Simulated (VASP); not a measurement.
# B4N3 in VASP: further runs

The runs below take B4N3 through single point, with PBE.

Program: VASP 6.6.1. These are calculated values, not measurements. Logs are shortened: lines on timing, memory, paths and dates and some standing lists are left out, and cuts for length are marked.

## Step 1: The cell of the first run

The typed cell holds 7 atoms: a = 3.316 Å, b = 4.863 Å, c = 4.864 Å, α = 119.14°, β = 75.51°, γ = 75.53°.

## Step 2: Single point, PBE

INCAR

```
SYSTEM = B4N3
ALGO = Normal ; EDIFF = 1E-6
ENCUT = 520 ; GGA = PE
ISIF = 2 ; ISMEAR = 0
LASPH = .True. ; LCHARG = .False.
LREAL = .False. ; LWAVE = .False.
NBANDS = 22 ; NELM = 100
PREC = Accurate ; SIGMA = 0.2
```

KPOINTS

```
k-points
0
Gamma
  6 6 6
  0 0 0
```

POSCAR

```
B4N3
1.0
    0.4262898187      0.7352827703      3.2052432777
    4.8229320072     -0.0373613265      0.6239058958
   -2.4373031100      4.1616863655      0.6281508815
B N
4 3
Direct
   -0.1670374131      0.5451335894      0.0533990124
    0.1669665815      0.9466004363      0.4548752940
    0.0000596362      0.5060968431      0.4938912776
   -0.0000080564     -0.0008933645      1.0009112987
    0.0000007604      0.1676819122      0.8323336671
   -0.0437462403      0.6800796743      0.8446864500
    0.0437647317      0.1553009093      0.3199030001
```

Potentials or basis: VASP PAW PBE potentials, release 64 (B, N).

On the command line:

```bash
> cat potpaw_PBE.64/B/POTCAR potpaw_PBE.64/N/POTCAR > POTCAR
> mpirun -np 1 vasp_std > vasp.out
```

OUTCAR:

```text
SYSTEM = B4N3
   EDIFF = 1E-6
   ENCUT = 520
   GGA = PE
   ISIF = 2
   ISMEAR = 0
   LASPH = .True.
   LREAL = .False.
   NELM = 100
   PREC = Accurate

 ion  position               nearest neighbor table
   1  0.833  0.545  0.053-   5 1.45   6 1.48   2 2.12
   2  0.167  0.947  0.455-   5 1.45   7 1.48   1 2.12
   3  0.000  0.506  0.494-   6 1.43   7 1.43
   4  1.000  0.999  0.001-   5 1.41   6 1.42   7 1.42
   5  0.000  0.168  0.832-   4 1.41   1 1.45   2 1.45
   6  0.956  0.680  0.845-   4 1.42   3 1.43   1 1.48
   7  0.044  0.155  0.320-   4 1.42   3 1.43   2 1.48

  LATTYP: Found a triclinic cell.
 ALAT       =     5.1566213855
 B/A-ratio  =     1.6264671685
 C/A-ratio  =     0.8484000168
 COS(alpha) =     0.0000764059
 COS(beta)  =     0.4892741303
 COS(gamma) =     0.8133368565

  Lattice vectors:

 A1 = (  -4.3966421885,   0.7726440968,   2.5813373819)
 A2 = (  -7.2602351172,   4.1990476920,   0.0042449857)
 A3 = (  -1.9593390785,  -3.3890422687,   1.9531865004)

Analysis of symmetry for initial positions (statically):
=====================================================================
 Subroutine PRICEL returns:
 Original cell was already a primitive cell.

 Routine SETGRP: Setting up the symmetry group for a
 triclinic supercell.

 Subroutine GETGRP returns: Found  1 space group operations
 (whereof  1 operations were pure point group operations)
 out of a pool of  2 trial point group operations.

The static configuration has the point symmetry C_1 .

Analysis of symmetry for dynamics (positions and initial velocities):
=====================================================================
 Subroutine PRICEL returns:
 Original cell was already a primitive cell.

 Routine SETGRP: Setting up the symmetry group for a
 triclinic supercell.

 Subroutine GETGRP returns: Found  1 space group operations
 (whereof  1 operations were pure point group operations)
 out of a pool of  2 trial point group operations.

The dynamic configuration has the point symmetry C_1 .

 Subroutine INISYM returns: Found  1 space group operations
 (whereof  1 operations are pure point group operations),
 and found     1 'primitive' translations

----------------------------------------------------------------------------------------

                                     Primitive cell

  volume of cell :      59.5797

  direct lattice vectors                    reciprocal lattice vectors
     0.426289819  0.735282770  3.205243278    -0.043974169 -0.076371218  0.335356816
     4.822932007 -0.037361326  0.623905896     0.216136396  0.135615307 -0.059855782
    -2.437303110  4.161686365  0.628150881     0.009709668  0.254997882 -0.059787874

  length of vectors
     3.316013907  4.863263059  4.863604978     0.346742678  0.262086184  0.262093089

  position of ions in fractional coordinates (direct lattice)
     0.832962587  0.545133589  0.053399012
     0.166966581  0.946600436  0.454875294
     0.000059636  0.506096843  0.493891278
     0.999991944  0.999106635  0.000911299
     0.000000760  0.167681912  0.832333667
     0.956253760  0.680079674  0.844686450
     0.043764732  0.155300909  0.319903000

  ion indices of the primitive-cell ions
   primitive index   ion index
                 1           1
                 2           2
                 3           3
                 4           4
                 5           5
                 6           6
                 7           7

----------------------------------------------------------------------------------------

 KPOINTS: k-points

Automatic generation of k-mesh.
 Grid dimensions read from file:
 generate k-points for:    6    6    6

 Generating k-lattice:

  Cartesian coordinates                     Fractional coordinates (reciprocal lattice)
    -0.007329028 -0.012728536  0.055892803     0.166666667  0.000000000  0.000000000
     0.036022733  0.022602551 -0.009975964     0.000000000  0.166666667 -0.000000000
     0.001618278  0.042499647 -0.009964646    -0.000000000  0.000000000  0.166666667

  Length of vectors
     0.057790446  0.043681031  0.043682182

  Shift w.r.t. Gamma in fractional coordinates (k-lattice)
     0.000000000  0.000000000  0.000000000

 Subroutine IBZKPT returns following result:
 ===========================================

 Found    112 irreducible k-points:

 Following reciprocal coordinates:
            Coordinates               Weight
  0.000000  0.000000  0.000000      1.000000
  0.166667 -0.000000 -0.000000      2.000000
  0.333333  0.000000  0.000000      2.000000
  0.500000 -0.000000 -0.000000      1.000000
  0.000000  0.166667 -0.000000      2.000000
  0.166667  0.166667  0.000000      2.000000
[... 16 lines left out ...]
  0.333333  0.000000  0.166667      2.000000
  0.500000  0.000000  0.166667      2.000000
 [... further k-points ...]
   k-points           NKPTS =    112   k-points in BZ     NKDIM =    112   number of bands    NBANDS=     22
   number of dos      NEDOS =    301   number of ions     NIONS =      7
   total plane-waves  NPLWV =  36288
   dimension x,y,z NGX =    28 NGY =   36 NGZ =   36
   dimension x,y,z NGXF=    56 NGYF=   72 NGZF=   72
   ions per type =               4   3
   NGX,Y,Z   is equivalent  to a cutoff of  14.04, 12.31, 12.31 a.u.
   NGXF,Y,Z  is equivalent  to a cutoff of  28.08, 24.61, 24.61 a.u.
 SYSTEM =  B4N3
   PREC   = accura    normal or accurate (medium, high low for compatibility)
   ISTART =      0    job   : 0-new  1-cont  2-samecut
   ICHARG =      2    charge: 1-file 2-atom 10-const
   ISPIN  =      1    spin polarized calculation?
   LNONCOLLINEAR =      F non collinear calculations
   LSORBIT =      F    spin-orbit coupling
   LASPH  =      T    aspherical Exc in radial PAW
   ENCUT  =  520.0 eV  38.22 Ry    6.18 a.u.   6.17  9.04  9.04*2*pi/ulx,y,z
   NELM   =    100;   NELMIN=  2; NELMDL= -5     # of ELM steps
   EDIFF  = 0.1E-05   stopping-criterion for ELM
   LREAL  =      F    real-space projection
   EDIFFG = 0.1E-04   stopping-criterion for IOM
   NSW    =      0    number of steps for IOM
   IBRION =     -1    ionic relax: 0-MD 1-quasi-New 2-CG
   NFREE  =      0    steps in history (QN), initial steepest desc. (CG)
   ISIF   =      2    stress and relaxation
   ISYM   =      2    0-nonsym 1-usesym 2-fastsym
   POTIM  = 0.5000    time-step for ionic-motion
   TEBEG  =    0.0;   TEEND  =   0.0 temperature during run
   PSTRESS=    0.0 pullay stress
   NELECT =      27.0000    total number of electrons
   NUPDOWN=      -1.0000    fix difference up-down
   EMIN   =  10.00;   EMAX   =-10.00  energy-range for DOS
   EFERMI =   0.00;   METHOD = LEGACY
   ISMEAR =     0;   SIGMA  =   0.20  broadening in eV -4-tet -1-fermi 0-gaus
   EFERMI_NEDOS =   21; number of points for ismear=-14 and -15
   IALGO  =     38    algorithm
   IMIX   =      4    mixing-type and parameters
     AMIX     =   0.40;   BMIX     =  1.00
     AMIX_MAG =   1.60;   BMIX_MAG =  1.00
  volume/ion in A,a.u.               =       8.51        57.44
  Fermi-wavevector in a.u.,A,eV,Ry     =   1.257467  2.376268 21.513846  1.581223
  Thomas-Fermi vector in A             =   2.391124
   LORBIT       =      0    0 simple, 1 ext, 2 COOP (PROOUT), +10 PAW based schemes
   GGA     = PE    functional components
   LHFCALC =     F    Hartree Fock is set to
   AEXX    =    0.0000 exact exchange contribution
   IVDW    =     0    specifies the selected vdW correction
   LEPSILON=     F    determine dielectric tensor
   LRPA    =     F    only Hartree local field effects (RPA)
 non-spin polarized calculation
 Gauss-broadening in eV      SIGMA  =   0.20
  energy-cutoff  :      520.00
  volume of cell :       59.58
 maximum number of plane-waves:      1624
 NGX is ok and might be reduce to    28
   NGX = 13   NGY = 19   NGZ = 19

 number of electron      27.0000003 magnetization

 Free energy of the ion-electron system (eV)
  ---------------------------------------------------
  ext. energy  EPLUGINS =         0.00000000
  ---------------------------------------------------
  free energy    TOTEN  =       -55.02294183 eV

  energy without entropy =      -55.01412643  energy(sigma->0) =      -55.01853413

 E-fermi :   4.7645     XC(G=0): -10.7528

 val. band max:        4.5219769025   @ k =   0.3333   0.1667   0.1667
 cond. band min:       4.8255041223   @ k =   0.3333   0.1667   0.3333
 fundamental gap:      0.3035272198
 Fermi energy:         4.7645269815

 k-point     1 :       0.0000    0.0000    0.0000
  band No.  band energies     occupation
      1     -14.8168      2.00000
      2     -11.6160      2.00000
      3     -11.6056      2.00000
      4      -6.0311      2.00000
      5      -5.1963      2.00000
      6      -4.9072      2.00000
[... 14 lines left out ...]
     21      13.9210      0.00000
     22      14.1195      0.00000

 k-point     2 :       0.1667   -0.0000   -0.0000
  band No.  band energies     occupation
      1     -14.6487      2.00000
      2     -11.7194      2.00000
      3     -11.5389      2.00000
      4      -6.0299      2.00000
      5      -5.1835      2.00000
      6      -4.9484      2.00000
[... 14 lines left out ...]
     21      13.9236      0.00000
     22      14.7880      0.00000

 k-point     3 :       0.3333    0.0000    0.0000
  band No.  band energies     occupation
      1     -14.2732      2.00000
      2     -11.8902      2.00000
      3     -11.4342      2.00000
      4      -6.1141      2.00000
      5      -5.4019      2.00000
      6      -4.7392      2.00000
[... 14 lines left out ...]
     21      13.8334      0.00000
     22      14.9808      0.00000
[... 476 lines left out ...]
 k-point    23 :       0.3333    0.0000    0.1667
  band No.  band energies     occupation
      1     -14.2938      2.00000
      2     -11.9344      2.00000
      3     -11.4942      2.00000
      4      -5.7992      2.00000
      5      -5.0272      2.00000
      6      -4.6739      2.00000
[... 14 lines left out ...]
     21      14.5291      0.00000
     22      15.3649      0.00000

 k-point    24 :       0.5000    0.0000    0.1667
  band No.  band energies     occupation
      1     -13.9860      2.00000
      2     -12.1457      2.00000
      3     -11.4487      2.00000
      4      -5.8643      2.00000
      5      -5.3571      2.00000
      6      -4.4617      2.00000
[... 14 lines left out ...]
     21      14.4406      0.00000
     22      15.4971      0.00000

 [... further k-points ...]
[... 5 lines left out ...]
  --------------------------------------------------------------------------------------
  -------------------------------------------------------------------------------------
  Total        0.0291798      0.0107251     -0.0349974     -0.0124323      0.0167729      0.0117717
  in kB        0.7846826      0.2884128     -0.9411268     -0.3343202      0.4510456      0.3165573
  external PRESSURE =       0.0439895 kB  Pullay stress =       0.0000000 kB

 VOLUME and BASIS-vectors are now :
 -----------------------------------------------------------------------------
  energy-cutoff  :      520.00
  volume of cell :       59.58
      direct lattice vectors                 reciprocal lattice vectors
     0.426289819  0.735282770  3.205243278    -0.043974169 -0.076371218  0.335356816
     4.822932007 -0.037361326  0.623905896     0.216136396  0.135615307 -0.059855782
    -2.437303110  4.161686365  0.628150881     0.009709668  0.254997882 -0.059787874

 POSITION                                       TOTAL-FORCE (eV/Angst)
 -----------------------------------------------------------------------------------
      2.85408      0.81433      3.04350        -0.003350     -0.001137      0.001848
      3.52790      1.98045      1.41149        -0.000724      0.002733     -0.001913
      1.23713      2.03656      0.62619        -0.007322      0.003868     -0.000702
      5.24269      0.70174      3.82914        -0.009283      0.005605      0.000638
     -1.21993      3.45765      0.62745        -0.002872      0.001297     -0.000604
      1.62886      4.19303      4.01992         0.017121      0.002142      0.004404
     -0.01204      1.35771      0.43812         0.006430     -0.014509     -0.003670
 -----------------------------------------------------------------------------------
    total drift:                               -0.000219      0.000129     -0.000001

  FREE ENERGIE OF THE ION-ELECTRON SYSTEM (eV)
  ---------------------------------------------------
  free  energy   TOTEN  =       -55.0229418315 eV

  energy  without entropy=      -55.0141264312  energy(sigma->0) =      -55.01853413
```

It took 1.7 min on 1 thread of Intel Xeon Platinum 8488C (Sapphire Rapids), shared host; peak memory 0.24 GiB.

Results:

| Item | Value |
| --- | --- |
| Free energy | -55.0229 eV |
| Pressure | 0.0 GPa |
| Largest force | 0.018 eV/Å |

Forces in eV/Å, atoms in the order of the input:
```
B   -0.003 -0.001  0.002
B   -0.001  0.003 -0.002
B   -0.007  0.004 -0.001
B   -0.009  0.006  0.001
N   -0.003  0.001 -0.001
N    0.017  0.002  0.004
N    0.006 -0.015 -0.004
```

Levels at points of the mesh, in eV from the Fermi level:
| k point | band 9 | band 10 | band 11 | band 12 | band 13 | band 14 | band 15 | band 16 | band 17 | band 18 |
| --- | --- | --- | --- | --- | --- | --- | --- | --- | --- | --- |
| (0.00, 0.00, 0.00) | -4.78 | -4.55 | -4.35 | -2.93 | -1.90 | 1.03 | 1.44 | 4.44 | 4.98 | 6.47 |
| (0.50, 0.00, 0.00) | -4.82 | -4.21 | -3.83 | -2.93 | -1.99 | -1.16 | 1.91 | 3.61 | 4.78 | 6.01 |
| (0.00, 0.50, 0.00) | -5.03 | -4.54 | -3.48 | -3.14 | -1.92 | 1.01 | 2.85 | 3.60 | 4.73 | 5.73 |
| (0.50, 0.50, 0.00) | -6.42 | -5.27 | -4.98 | -3.09 | -2.56 | -1.28 | 2.08 | 3.48 | 5.00 | 6.17 |
| (0.00, 0.00, 0.50) | -5.03 | -4.54 | -3.48 | -3.14 | -1.92 | 1.01 | 2.85 | 3.60 | 4.73 | 5.73 |
| (0.50, 0.00, 0.50) | -6.42 | -5.27 | -4.98 | -3.09 | -2.56 | -1.28 | 2.07 | 3.48 | 5.00 | 6.17 |
| (0.00, 0.50, 0.50) | -5.09 | -3.99 | -3.43 | -3.37 | -3.27 | 0.38 | 1.96 | 3.60 | 4.09 | 6.64 |
| (0.50, 0.50, 0.50) | -6.53 | -5.46 | -4.99 | -2.85 | -1.71 | -1.04 | 2.33 | 4.00 | 5.70 | 6.14 |

Caveat: the k points lie up to 0.36 Å⁻¹ apart.

(Continued in part 2 of 2.)
